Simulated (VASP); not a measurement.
The system is CuAu.

```
CELL_PARAMETERS angstrom
2.77276 0.00000 0.00000
0.00000 2.77276 0.00000
0.00000 0.00000 3.63520
ATOMIC_POSITIONS crystal
Au 0.00000 0.00000 0.00000
Cu 0.50000 0.50000 0.50000
```

Base run:

* Program: VASP 6.6.1
* Functional: r2SCAN
* Potentials or basis: VASP PAW PBE potentials, release 64 (Au, Cu)
* Cutoff: 520 eV
* k mesh: 9 × 9 × 7
* Occupations: fermi-dirac, width 0.05 eV
* Spin: no spin polarisation

Its results: band gap on the k mesh zero (band 11 reaches 12.93 eV, above the bottom of band 12 at 7.05 eV); pressure 7.0 GPa.

The run is repeated on the same cell with these changes: functional from r2SCAN to LDA; potentials or basis from VASP PAW PBE potentials, release 64 (Au, Cu) to VASP PAW LDA potentials, release 64 (Au, Cu). What comes out?

Band gap on the k mesh zero (band 11 reaches 12.70 eV, above the bottom of band 12 at 7.05 eV); pressure -2.0 GPa.

Caveats: spin-orbit coupling is left out, which moves the levels of the heavy elements; the PAW data sets were made with another functional, which shifts forces and pressure a little (some runs).
